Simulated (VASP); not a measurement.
Crystal: TaN.

```xyz
2
Lattice="2.8509 0.0000 0.0000 -1.4255 2.4690 0.0000 0.0000 0.0000 2.7990" Properties=species:S:1:pos:R:3 pbc="T T T"
Ta    0.0000    1.6460    1.3995
N     0.0000    0.0000    0.0000
```

Base run:

* Program: VASP 6.6.1
* Functional: PBEsol
* Potentials or basis: VASP PAW PBE potentials, release 64 (Ta_sv_GW, N)
* Cutoff: 600 eV
* k mesh: 18 × 18 × 16
* Occupations: gaussian, width 0.15 eV
* Spin: no spin polarisation

Its results: band gap on the k mesh zero (band 9 reaches 13.98 eV, above the bottom of band 10 at 13.50 eV); pressure 32.8 GPa.

Task: The run is repeated on the same cell with these changes: potentials or basis from VASP PAW PBE potentials, release 64 (Ta_sv_GW, N) to VASP PAW PBE potentials, release 64 (Ta_pv, N); cutoff from 600 eV to 520 eV; further incar settings from ALGO = Normal; EDIFF = 1e-06; NBANDS = 16 to ALGO = Normal; EDIFF = 1e-06; NBANDS = 15; valence electrons from 18 to 16. What comes out?

Result: Band gap on the k mesh zero (band 8 reaches 9.39 eV, above the bottom of band 9 at 8.92 eV); pressure 33.8 GPa.

Caveats: the PAW data sets were made with another functional, which shifts forces and pressure a little; spin-orbit coupling is left out, which moves the levels of the heavy elements.
